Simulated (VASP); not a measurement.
Here is a VASP 6.6.1 calculation.

POSCAR

```
Ca
1.0
    5.5900000000      0.0000000000      0.0000000000
    0.0000000000      5.5900000000      0.0000000000
    0.0000000000      0.0000000000      5.5900000000
Ca
4
Direct
    0.0000000000      0.0000000000      0.0000000000
    0.0000000000      0.5000000000      0.5000000000
    0.5000000000      0.0000000000      0.5000000000
    0.5000000000      0.5000000000      0.0000000000
```

Contents of INCAR.step1:

```
PREC = Accurate
ENCUT = 520
ISMEAR = 0
SIGMA = 0.1
LREAL = F
LASPH = T
NELM = 60
NBANDS = 28
GGA = PE
ALGO = Normal
EDIFF = 1E-4
LWAVE = T
LCHARG = F
```

INCAR.step2

```
PREC = Accurate
ENCUT = 520
EDIFF = 1E-6
ISMEAR = 0
SIGMA = 0.1
LREAL = F
LASPH = T
NELM = 60
ALGO = Normal
ISIF = 2
LWAVE = F
LCHARG = F
METAGGA = R2SCAN
LMIXTAU = T
NBANDS = 28
ISTART = 1
```

KPOINTS

```
regular mesh
0
Gamma
  4 4 4
```

Potentials or basis: VASP PAW PBE potentials, release 64 (Ca_sv).

The run is started by

```sh
$ cat potpaw_PBE.64/Ca_sv/POTCAR > POTCAR
$ cp INCAR.step1 INCAR
$ mpirun -np 1 vasp_std > vasp.out
$ cp INCAR.step2 INCAR
$ mpirun -np 1 vasp_std > vasp.out
```

Problem. Predict the pressure.

Solution. 0.0 GPa.

Problem. What does it give for the band gap on the k mesh?

Solution. Zero (band 20 reaches 2.13 eV, above the bottom of band 21 at 1.55 eV).

Caveat: the PAW data sets were made with another functional, which shifts forces and pressure a little.
